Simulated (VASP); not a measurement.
# MgS (P6_3mc) in VASP: notebook

Runs on MgS. Level: PBE. Tasks: single point.

The COD entry that gives the cell may itself be a prediction, so a difference from it is no test against experiment.

All numbers are computed with VASP 6.6.1; they aren't measurements. Logs are shortened: lines on timing, memory, paths and dates and some standing lists are left out, and cuts for length are marked.

### 1 The cell of the first run

The structure is hexagonal, space group P6_3mc (No. 186). Conventional cell: a = 4.000 Å, b = 4.000 Å, c = 12.948 Å, α = 90.00°, β = 90.00°, γ = 120.00°. Within 3.2 Å of Mg (site symmetry 3m) lie 4 S at 2.44 to 2.45 Å. Mg (site symmetry 3m) has 4 S at 2.44 Å within 3.2 Å. S (site symmetry 3m) has 4 Mg at 2.44 to 2.45 Å within 3.2 Å. Within 3.2 Å of S (site symmetry 3m) lie 4 Mg at 2.44 Å.

### 2 Single point, PBE (volume scaled by 0.97, then relaxed in part)

File INCAR:

```
PREC = Accurate ; ENCUT = 520
EDIFF = 1E-6 ; ISMEAR = 0
SIGMA = 0.02 ; LREAL = F
LASPH = T ; NELM = 80
ALGO = Normal ; ISIF = 2
LWAVE = F ; LCHARG = F
GGA = PE ; NBANDS = 26
```

File KPOINTS:

```
regular mesh
0
Gamma
  6 6 2
```

File POSCAR:

```
MgS
1.0
    3.9997039512      0.0000000000      0.0000000000
   -1.9998519756      3.4638452294      0.0000000000
    0.0000000000      0.0000000000     12.9478974170
Mg S
4 4
Direct
    0.0000000000      0.0000000000      0.0948572732
    0.0000000000      0.0000000000      0.5948572732
    0.3333333333      0.6666666667      0.3439525086
    0.6666666667      0.3333333333      0.8439525086
    0.0000000000      0.0000000000      0.4057262008
    0.0000000000      0.0000000000      0.9057262008
    0.3333333333      0.6666666667      0.1554640174
    0.6666666667      0.3333333333      0.6554640174
```

Potentials or basis: VASP PAW PBE potentials, release 64 (Mg, S).

Launch:

```
$ cat potpaw_PBE.64/Mg/POTCAR potpaw_PBE.64/S/POTCAR > POTCAR
$ mpirun -np 1 vasp_std > vasp.out
```

OUTCAR:

```text
PREC = Accurate
   ENCUT = 520
   EDIFF = 1E-6
   ISMEAR = 0
   LREAL = F
   LASPH = T
   NELM = 80
   ISIF = 2
   GGA = PE

 ion  position               nearest neighbor table
   1  0.000  0.000  0.095-   7 2.44   7 2.44   7 2.44   6 2.45
   2  0.000  0.000  0.595-   8 2.44   8 2.44   8 2.44   5 2.45
   3  0.333  0.667  0.344-   7 2.44   5 2.44   5 2.44   5 2.44
   4  0.667  0.333  0.844-   8 2.44   6 2.44   6 2.44   6 2.44
   5  0.000  0.000  0.406-   3 2.44   3 2.44   3 2.44   2 2.45
   6  0.000  0.000  0.906-   4 2.44   4 2.44   4 2.44   1 2.45
   7  0.333  0.667  0.155-   1 2.44   1 2.44   1 2.44   3 2.44
   8  0.667  0.333  0.655-   2 2.44   2 2.44   2 2.44   4 2.44

  LATTYP: Found a hexagonal cell.
 ALAT       =     3.9997039512
 C/A-ratio  =     3.2372139476

  Lattice vectors:

 A1 = (   3.9997039512,   0.0000000000,   0.0000000000)
 A2 = (  -1.9998519756,   3.4638452294,   0.0000000000)
 A3 = (   0.0000000000,   0.0000000000,  12.9478974170)

Analysis of symmetry for initial positions (statically):
=====================================================================
 Subroutine PRICEL returns:
 Original cell was already a primitive cell.

 Routine SETGRP: Setting up the symmetry group for a
 hexagonal supercell.

 Subroutine GETGRP returns: Found 12 space group operations
 (whereof  6 operations were pure point group operations)
 out of a pool of 24 trial point group operations.

The static configuration has the point symmetry C_3v.
 The point group associated with its full space group is C_6v.

Analysis of symmetry for dynamics (positions and initial velocities):
=====================================================================
 Subroutine PRICEL returns:
 Original cell was already a primitive cell.

 Routine SETGRP: Setting up the symmetry group for a
 hexagonal supercell.

 Subroutine GETGRP returns: Found 12 space group operations
 (whereof  6 operations were pure point group operations)
 out of a pool of 24 trial point group operations.

The dynamic configuration has the point symmetry C_3v.
 The point group associated with its full space group is C_6v.

 Subroutine INISYM returns: Found 12 space group operations
 (whereof  6 operations are pure point group operations),
 and found     1 'primitive' translations

----------------------------------------------------------------------------------------

                                     Primitive cell

  volume of cell :     179.3848

  direct lattice vectors                    reciprocal lattice vectors
     3.999703951  0.000000000  0.000000000     0.250018504  0.144348251  0.000000000
    -1.999851976  3.463845229  0.000000000     0.000000000  0.288696502  0.000000000
     0.000000000  0.000000000 12.947897417     0.000000000  0.000000000  0.077232617

  length of vectors
     3.999703951  3.999703951 12.947897417     0.288696502  0.288696502  0.077232617

  position of ions in fractional coordinates (direct lattice)
     0.000000000  0.000000000  0.094857273
     0.000000000  0.000000000  0.594857273
     0.333333333  0.666666667  0.343952509
     0.666666667  0.333333333  0.843952509
     0.000000000  0.000000000  0.405726201
     0.000000000  0.000000000  0.905726201
     0.333333333  0.666666667  0.155464017
     0.666666667  0.333333333  0.655464017

  ion indices of the primitive-cell ions
   primitive index   ion index
                 1           1
                 2           2
                 3           3
                 4           4
                 5           5
                 6           6
                 7           7
                 8           8

----------------------------------------------------------------------------------------

 KPOINTS: regular mesh

Automatic generation of k-mesh.
 Grid dimensions read from file:
 generate k-points for:    6    6    2

 Generating k-lattice:

  Cartesian coordinates                     Fractional coordinates (reciprocal lattice)
     0.041669751  0.024058042  0.000000000     0.166666667  0.000000000  0.000000000
     0.000000000  0.048116084  0.000000000     0.000000000  0.166666667  0.000000000
     0.000000000  0.000000000  0.038616308     0.000000000  0.000000000  0.500000000

  Length of vectors
     0.048116084  0.048116084  0.038616308

  Shift w.r.t. Gamma in fractional coordinates (k-lattice)
     0.000000000  0.000000000  0.000000000

 Subroutine IBZKPT returns following result:
 ===========================================

 Found     14 irreducible k-points:

 Following reciprocal coordinates:
            Coordinates               Weight
  0.000000  0.000000  0.000000      1.000000
  0.166667 -0.000000  0.000000      6.000000
  0.333333 -0.000000  0.000000      6.000000
  0.500000 -0.000000  0.000000      3.000000
  0.166667  0.166667  0.000000      6.000000
  0.333333  0.166667  0.000000     12.000000
  0.333333  0.333333  0.000000      2.000000
  0.000000  0.000000  0.500000      1.000000
  0.166667 -0.000000  0.500000      6.000000
  0.333333 -0.000000  0.500000      6.000000
  0.500000 -0.000000  0.500000      3.000000
  0.166667  0.166667  0.500000      6.000000
  0.333333  0.166667  0.500000     12.000000
  0.333333  0.333333  0.500000      2.000000
   k-points           NKPTS =     14   k-points in BZ     NKDIM =     14   number of bands    NBANDS=     26
   number of dos      NEDOS =    301   number of ions     NIONS =      8
   total plane-waves  NPLWV =  86400
   dimension x,y,z NGX =    30 NGY =   30 NGZ =   96
   dimension x,y,z NGXF=    60 NGYF=   60 NGZF=  192
   ions per type =               4   4
   NGX,Y,Z   is equivalent  to a cutoff of  12.47, 12.47, 12.33 a.u.
   NGXF,Y,Z  is equivalent  to a cutoff of  24.94, 24.94, 24.65 a.u.
 SYSTEM =  unknown system
   PREC   = accura    normal or accurate (medium, high low for compatibility)
   ISTART =      0    job   : 0-new  1-cont  2-samecut
   ICHARG =      2    charge: 1-file 2-atom 10-const
   ISPIN  =      1    spin polarized calculation?
   LNONCOLLINEAR =      F non collinear calculations
   LSORBIT =      F    spin-orbit coupling
   LASPH  =      T    aspherical Exc in radial PAW
   ENCUT  =  520.0 eV  38.22 Ry    6.18 a.u.   7.44  7.44 24.07*2*pi/ulx,y,z
   NELM   =     80;   NELMIN=  2; NELMDL= -5     # of ELM steps
   EDIFF  = 0.1E-05   stopping-criterion for ELM
   LREAL  =      F    real-space projection
   EDIFFG = 0.1E-04   stopping-criterion for IOM
   NSW    =      0    number of steps for IOM
   IBRION =     -1    ionic relax: 0-MD 1-quasi-New 2-CG
   NFREE  =      0    steps in history (QN), initial steepest desc. (CG)
   ISIF   =      2    stress and relaxation
   ISYM   =      2    0-nonsym 1-usesym 2-fastsym
   POTIM  = 0.5000    time-step for ionic-motion
   TEBEG  =    0.0;   TEEND  =   0.0 temperature during run
   PSTRESS=    0.0 pullay stress
   NELECT =      32.0000    total number of electrons
   NUPDOWN=      -1.0000    fix difference up-down
   EMIN   =  10.00;   EMAX   =-10.00  energy-range for DOS
   EFERMI =   0.00;   METHOD = LEGACY
   ISMEAR =     0;   SIGMA  =   0.02  broadening in eV -4-tet -1-fermi 0-gaus
   EFERMI_NEDOS =   21; number of points for ismear=-14 and -15
   IALGO  =     38    algorithm
   IMIX   =      4    mixing-type and parameters
     AMIX     =   0.40;   BMIX     =  1.00
     AMIX_MAG =   1.60;   BMIX_MAG =  1.00
  volume/ion in A,a.u.               =      22.42       151.32
  Fermi-wavevector in a.u.,A,eV,Ry     =   0.921573  1.741520 11.555379  0.849296
  Thomas-Fermi vector in A             =   2.047004
   LORBIT       =      0    0 simple, 1 ext, 2 COOP (PROOUT), +10 PAW based schemes
   GGA     = PE    functional components
   LHFCALC =     F    Hartree Fock is set to
   AEXX    =    0.0000 exact exchange contribution
   IVDW    =     0    specifies the selected vdW correction
   LEPSILON=     F    determine dielectric tensor
   LRPA    =     F    only Hartree local field effects (RPA)
 non-spin polarized calculation
 Gauss-broadening in eV      SIGMA  =   0.02
  energy-cutoff  :      520.00
  volume of cell :      179.38
 maximum number of plane-waves:      4872
 NGX is ok and might be reduce to    30
   NGX = 15   NGY = 15   NGZ = 49

 number of electron      32.0000002 magnetization

 Free energy of the ion-electron system (eV)
  ---------------------------------------------------
  ext. energy  EPLUGINS =         0.00000000
  ---------------------------------------------------
  free energy    TOTEN  =       -33.89806573 eV

  energy without entropy =      -33.89806573  energy(sigma->0) =      -33.89806573

 E-fermi :   1.2857     XC(G=0):  -8.4304

 val. band max:        1.1812483559   @ k =   0.0000   0.0000   0.0000
 cond. band min:       4.6994553132   @ k =   0.0000   0.0000   0.0000
 fundamental gap:      3.5182069573
 Fermi energy:         1.2857452171

 k-point     1 :       0.0000    0.0000    0.0000
  band No.  band energies     occupation
      1     -10.1749      2.00000
      2      -9.8498      2.00000
      3      -9.8415      2.00000
      4      -9.4579      2.00000
      5      -2.0188      2.00000
      6      -0.7247      2.00000
[... 18 lines left out ...]
     25       8.9198      0.00000
     26       9.0286      0.00000

 k-point     2 :       0.1667   -0.0000    0.0000
  band No.  band energies     occupation
      1     -10.0374      2.00000
      2      -9.7400      2.00000
      3      -9.7321      2.00000
      4      -9.3885      2.00000
      5      -1.8026      2.00000
      6      -0.8458      2.00000
[... 18 lines left out ...]
     25       8.7306      0.00000
     26       9.3118      0.00000

 k-point     3 :       0.3333   -0.0000    0.0000
  band No.  band energies     occupation
      1      -9.7104      2.00000
      2      -9.5015      2.00000
      3      -9.4942      2.00000
      4      -9.2684      2.00000
      5      -1.5600      2.00000
      6      -1.4843      2.00000
[... 18 lines left out ...]
     25       9.0323      0.00000
     26       9.1391      0.00000

 k-point     4 :       0.5000   -0.0000    0.0000
  band No.  band energies     occupation
      1      -9.4840      2.00000
      2      -9.3734      2.00000
      3      -9.3639      2.00000
      4      -9.2490      2.00000
      5      -1.9980      2.00000
      6      -1.8510      2.00000
[... 18 lines left out ...]
     25       8.7795      0.00000
     26       9.6762      0.00000

 k-point     5 :       0.1667    0.1667    0.0000
  band No.  band energies     occupation
      1      -9.8028      2.00000
      2      -9.5641      2.00000
      3      -9.5568      2.00000
      4      -9.2932      2.00000
      5      -1.4208      2.00000
      6      -1.2379      2.00000
[... 18 lines left out ...]
     25       8.6212      0.00000
     26       8.8008      0.00000

 k-point     6 :       0.3333    0.1667    0.0000
  band No.  band energies     occupation
      1      -9.4965      2.00000
      2      -9.3730      2.00000
      3      -9.3662      2.00000
      4      -9.2415      2.00000
      5      -1.7482      2.00000
      6      -1.6177      2.00000
[... 137 lines left out ...]
 k-point    11 :       0.5000   -0.0000    0.5000
  band No.  band energies     occupation
      1      -9.4506      2.00000
      2      -9.4506      2.00000
      3      -9.2845      2.00000
      4      -9.2845      2.00000
      5      -1.8633      2.00000
      6      -1.8633      2.00000
[... 18 lines left out ...]
     25       9.2413      0.00000
     26       9.2413      0.00000

 k-point    12 :       0.1667    0.1667    0.5000
  band No.  band energies     occupation
      1      -9.7341      2.00000
      2      -9.7341      2.00000
      3      -9.3744      2.00000
      4      -9.3744      2.00000
      5      -1.3965      2.00000
      6      -1.3965      2.00000
[... 18 lines left out ...]
     25       8.8387      0.00000
     26       8.8387      0.00000

 k-point    13 :       0.3333    0.1667    0.5000
  band No.  band energies     occupation
      1      -9.4595      2.00000
      2      -9.4595      2.00000
      3      -9.2791      2.00000
      4      -9.2791      2.00000
      5      -1.6207      2.00000
      6      -1.6207      2.00000
[... 18 lines left out ...]
     25       9.1423      0.00000
     26       9.1423      0.00000

 k-point    14 :       0.3333    0.3333    0.5000
  band No.  band energies     occupation
      1      -9.3069      2.00000
      2      -9.3069      2.00000
      3      -9.3040      2.00000
      4      -9.3040      2.00000
      5      -1.4119      2.00000
      6      -1.4119      2.00000
[... 18 lines left out ...]
     25       9.6070      0.00000
     26       9.6116      0.00000

------------------------ aborting loop because EDIFF is reached ----------------------------------------

  FORCE on cell =-STRESS in cart. coord.  units (eV):
  Direction    XX          YY          ZZ          XY          YZ          ZX
  --------------------------------------------------------------------------------------
  -------------------------------------------------------------------------------------
  Total        1.8404872      1.8404872      1.8160722      0.0000000      0.0000000      0.0000000
  in kB       16.4383342     16.4383342     16.2202710      0.0000000      0.0000000      0.0000000
  external PRESSURE =      16.3656465 kB  Pullay stress =       0.0000000 kB

 VOLUME and BASIS-vectors are now :
 -----------------------------------------------------------------------------
  energy-cutoff  :      520.00
  volume of cell :      179.38
      direct lattice vectors                 reciprocal lattice vectors
     3.999703951  0.000000000  0.000000000     0.250018504  0.144348251  0.000000000
    -1.999851976  3.463845229  0.000000000     0.000000000  0.288696502  0.000000000
     0.000000000  0.000000000 12.947897417     0.000000000  0.000000000  0.077232617

 POSITION                                       TOTAL-FORCE (eV/Angst)
 -----------------------------------------------------------------------------------
      0.00000      0.00000      1.22820        -0.000000      0.000000      0.001367
      0.00000      0.00000      7.70215         0.000000     -0.000000      0.001367
     -0.00000      2.30923      4.45346         0.000000      0.000000      0.003553
      1.99985      1.15462     10.92741         0.000000     -0.000000      0.003553
      0.00000      0.00000      5.25330        -0.000000     -0.000000      0.001051
      0.00000      0.00000     11.72725         0.000000     -0.000000      0.001051
     -0.00000      2.30923      2.01293         0.000000     -0.000000     -0.005972
      1.99985      1.15462      8.48688         0.000000     -0.000000     -0.005972
 -----------------------------------------------------------------------------------
    total drift:                               -0.000000     -0.000000     -0.001452

  FREE ENERGIE OF THE ION-ELECTRON SYSTEM (eV)
  ---------------------------------------------------
  free  energy   TOTEN  =       -33.8980657311 eV

  energy  without entropy=      -33.8980657311  energy(sigma->0) =      -33.89806573
```

Wall time 56 s (1 thread of Intel Xeon Platinum 8488C (Sapphire Rapids), shared host); peak memory 0.28 GiB.

Results:

```
Free energy            : -33.8981 eV
Pressure               : 1.6 GPa
Largest force          : 0.006 eV/Å
Band gap on the k mesh : 3.52 eV, direct
```

Forces on the atoms (eV/Å):
```
Mg   0.000  0.000  0.001
Mg   0.000  0.000  0.001
Mg   0.000  0.000  0.004
Mg   0.000  0.000  0.004
S    0.000  0.000  0.001
S    0.000  0.000  0.001
S    0.000  0.000 -0.006
S    0.000  0.000 -0.006
```

Levels at points of the mesh, in eV from the valence-band top:
```csv
k point,band 12,band 13,band 14,band 15,band 16,band 17,band 18,band 19,band 20,band 21
"(0.00, 0.00, 0.00)",-0.23,-0.23,-0.05,-0.05,0.00,3.52,4.93,4.97,5.10,7.57
"(0.50, 0.00, 0.00)",-0.79,-0.78,-0.75,-0.48,-0.38,4.17,4.40,5.32,5.49,6.32
"(0.00, 0.00, 0.50)",-0.37,-0.11,-0.11,-0.11,-0.11,4.19,4.19,5.07,5.07,7.70
"(0.50, 0.00, 0.50)",-1.03,-0.76,-0.76,-0.51,-0.51,4.50,4.50,5.24,5.24,5.97
```

[end of part 1 of 2]
